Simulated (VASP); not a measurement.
# Sb (Fm-3m) in VASP: single point with PBE

Aim: the single point of Sb with PBE.

Program: VASP 6.6.1. These are calculated values, not measurements. Logs are shortened: lines on timing, memory, paths and dates and some standing lists are left out, and cuts for length are marked.

## (1) The cell of the first run

The structure is cubic, space group Fm-3m (No. 225). The conventional cell has a = 4.243 Å, b = 4.243 Å, c = 4.243 Å, α = 90.00°, β = 90.00°, γ = 90.00°. Sb (site symmetry m-3m) has 12 Sb at 3.00 Å within 4.0 Å.

## (2) Single point, PBE (volume scaled by 0.695, to set the pressure)

File INCAR:

```
SYSTEM = Sb
PREC = Accurate ; ENCUT = 500
EDIFF = 1E-6 ; ISMEAR = -1
SIGMA = 0.08 ; LREAL = .FALSE.
LASPH = .TRUE. ; NELM = 120
ALGO = Normal ; ISIF = 2
LWAVE = .FALSE. ; LCHARG = .FALSE.
GGA = PE ; NBANDS = 8
GGA_COMPAT = .FALSE.
```

File KPOINTS:

```
Automatic mesh
0
G
  15 15 15
  0 0 0
```

File POSCAR:

```
Sb
1.0
    0.0000000000      2.1213677610      2.1213677610
    2.1213677610      0.0000000000      2.1213677610
    2.1213677610      2.1213677610      0.0000000000
Sb
1
Direct
    0.0000000000      0.0000000000      0.0000000000
```

Potentials or basis: VASP PAW PBE potentials, release 64 (Sb).

The run is started by

```
$ cat potpaw_PBE.64/Sb/POTCAR > POTCAR
$ mpirun -np 1 vasp_std > vasp.out
```

OUTCAR:

```text
SYSTEM = Sb
   PREC = Accurate
   ENCUT = 500
   EDIFF = 1E-6
   ISMEAR = -1
   LREAL = .FALSE.
   LASPH = .TRUE.
   NELM = 120
   ISIF = 2
   GGA = PE

 ion  position               nearest neighbor table
   1  0.000  0.000  0.000-

  LATTYP: Found a face centered cubic cell.
 ALAT       =     4.2427355220

  Lattice vectors:

 A1 = (   0.0000000000,   2.1213677610,   2.1213677610)
 A2 = (   2.1213677610,   0.0000000000,   2.1213677610)
 A3 = (   2.1213677610,   2.1213677610,   0.0000000000)

Analysis of symmetry for initial positions (statically):
=====================================================================
 Subroutine PRICEL returns:
 Original cell was already a primitive cell.

 Routine SETGRP: Setting up the symmetry group for a
 face centered cubic supercell.

 Subroutine GETGRP returns: Found 48 space group operations
 (whereof 48 operations were pure point group operations)
 out of a pool of 48 trial point group operations.

The static configuration has the point symmetry O_h .

Analysis of symmetry for dynamics (positions and initial velocities):
=====================================================================
 Subroutine PRICEL returns:
 Original cell was already a primitive cell.

 Routine SETGRP: Setting up the symmetry group for a
 face centered cubic supercell.

 Subroutine GETGRP returns: Found 48 space group operations
 (whereof 48 operations were pure point group operations)
 out of a pool of 48 trial point group operations.

The dynamic configuration has the point symmetry O_h .

 Subroutine INISYM returns: Found 48 space group operations
 (whereof 48 operations are pure point group operations),
 and found     1 'primitive' translations

----------------------------------------------------------------------------------------

                                     Primitive cell

  volume of cell :      19.0932

  direct lattice vectors                    reciprocal lattice vectors
     0.000000000  2.121367761  2.121367761    -0.235696992  0.235696992  0.235696992
     2.121367761  0.000000000  2.121367761     0.235696992 -0.235696992  0.235696992
     2.121367761  2.121367761  0.000000000     0.235696992  0.235696992 -0.235696992

  length of vectors
     3.000067058  3.000067058  3.000067058     0.408239165  0.408239165  0.408239165

  position of ions in fractional coordinates (direct lattice)
     0.000000000  0.000000000  0.000000000

  ion indices of the primitive-cell ions
[... 70 lines left out ...]
   LSORBIT =      F    spin-orbit coupling
   LASPH  =      T    aspherical Exc in radial PAW
   ENCUT  =  500.0 eV  36.75 Ry    6.06 a.u.   5.47  5.47  5.47*2*pi/ulx,y,z
   NELM   =    120;   NELMIN=  2; NELMDL= -5     # of ELM steps
   EDIFF  = 0.1E-05   stopping-criterion for ELM
   LREAL  =      F    real-space projection
   EDIFFG = 0.1E-04   stopping-criterion for IOM
   NSW    =      0    number of steps for IOM
   IBRION =     -1    ionic relax: 0-MD 1-quasi-New 2-CG
   NFREE  =      0    steps in history (QN), initial steepest desc. (CG)
   ISIF   =      2    stress and relaxation
   ISYM   =      2    0-nonsym 1-usesym 2-fastsym
   POTIM  = 0.5000    time-step for ionic-motion
   TEBEG  =    0.0;   TEEND  =   0.0 temperature during run
   PSTRESS=    0.0 pullay stress
   NELECT =       5.0000    total number of electrons
   NUPDOWN=      -1.0000    fix difference up-down
   EMIN   =  10.00;   EMAX   =-10.00  energy-range for DOS
   EFERMI =   0.00;   METHOD = LEGACY
   ISMEAR =    -1;   SIGMA  =   0.08  broadening in eV -4-tet -1-fermi 0-gaus
   EFERMI_NEDOS =   21; number of points for ismear=-14 and -15
   IALGO  =     38    algorithm
   IMIX   =      4    mixing-type and parameters
     AMIX     =   0.40;   BMIX     =  1.00
     AMIX_MAG =   1.60;   BMIX_MAG =  1.00
  volume/ion in A,a.u.               =      19.09       128.85
  Fermi-wavevector in a.u.,A,eV,Ry     =   1.047383  1.979267 14.925744  1.097011
  Thomas-Fermi vector in A             =   2.182261
   LORBIT       =      0    0 simple, 1 ext, 2 COOP (PROOUT), +10 PAW based schemes
   GGA     = PE    functional components
   LHFCALC =     F    Hartree Fock is set to
   AEXX    =    0.0000 exact exchange contribution
   IVDW    =     0    specifies the selected vdW correction
   LEPSILON=     F    determine dielectric tensor
   LRPA    =     F    only Hartree local field effects (RPA)
 non-spin polarized calculation
  energy-cutoff  :      500.00
  volume of cell :       19.09
 maximum number of plane-waves:       531
 NGX is ok and might be reduce to    24
   NGX = 11   NGY = 11   NGZ = 11

 number of electron       5.0000000 magnetization

 Free energy of the ion-electron system (eV)
  ---------------------------------------------------
  ext. energy  EPLUGINS =         0.00000000
  ---------------------------------------------------
  free energy    TOTEN  =        -2.91542043 eV

  energy without entropy =       -2.90473413  energy(sigma->0) =       -2.91007728

 E-fermi :  13.8338     XC(G=0): -11.8083

 val. band max:       13.8321964369   @ k =   0.3333   0.2000   0.0667
 cond. band min:      13.9411754734   @ k =   0.4667   0.4000   0.0667
 fundamental gap:      0.1089790365
 Fermi energy:        13.8337702240

 k-point     1 :       0.0000    0.0000    0.0000
  band No.  band energies     occupation
      1      -2.4033      2.00000
      2      21.9978      0.00000
      3      21.9978      0.00000
      4      21.9978      0.00000
      5      23.7187      0.00000
      6      24.9782      0.00000
      7      24.9782      0.00000
      8      24.9782      0.00000
[... 243 lines left out ...]
 k-point    24 :       0.2000    0.1333    0.0000
  band No.  band energies     occupation
      1      -1.3288      2.00000
      2      17.1244      0.00000
      3      18.5864      0.00000
      4      19.9249      0.00000
      5      21.6944      0.00000
      6      23.4129      0.00000
      7      27.9309      0.00000
      8      28.8900      0.00000

 [... further k-points ...]
[... 5 lines left out ...]
  --------------------------------------------------------------------------------------
  -------------------------------------------------------------------------------------
  Total        5.8943727      5.8943727      5.8943727     -0.0000000     -0.0000000     -0.0000000
  in kB      494.6184173    494.6184173    494.6184173     -0.0000000     -0.0000000     -0.0000000
  external PRESSURE =     494.6184173 kB  Pullay stress =       0.0000000 kB

 VOLUME and BASIS-vectors are now :
 -----------------------------------------------------------------------------
  energy-cutoff  :      500.00
  volume of cell :       19.09
      direct lattice vectors                 reciprocal lattice vectors
     0.000000000  2.121367761  2.121367761    -0.235696992  0.235696992  0.235696992
     2.121367761  0.000000000  2.121367761     0.235696992 -0.235696992  0.235696992
     2.121367761  2.121367761  0.000000000     0.235696992  0.235696992 -0.235696992

 POSITION                                       TOTAL-FORCE (eV/Angst)
 -----------------------------------------------------------------------------------
      0.00000      0.00000      0.00000        -0.000000     -0.000000      0.000000
 -----------------------------------------------------------------------------------
    total drift:                                0.000000     -0.000000     -0.000000

  FREE ENERGIE OF THE ION-ELECTRON SYSTEM (eV)
  ---------------------------------------------------
  free  energy   TOTEN  =        -2.9154204302 eV

  energy  without entropy=       -2.9047341254  energy(sigma->0) =       -2.91007728
```

stdout:

```text
POSCAR found type information on POSCAR Sb
 POSCAR found :  1 types and       1 ions
 scaLAPACK will be used
 LDA part: xc-table for (Slater+PW92), standard interpolation
 POSCAR, INCAR and KPOINTS ok, starting setup
 FFT: planning ... GRIDC
 FFT: planning ... GRID_SOFT
 FFT: planning ... GRID
 WAVECAR not read
 entering main loop
```

Wall time 9.8 s (1 thread of Intel Xeon Platinum 8488C (Sapphire Rapids), shared host); peak memory 0.14 GiB.

Results:

| Quantity | Value |
| --- | --- |
| Free energy | -2.9154 eV |
| Pressure | 49.5 GPa |

Caveat: the cell differs from its parent crystal (volume scaled by 0.695, to set the pressure); spin-orbit coupling is left out, which moves the levels of the heavy elements.
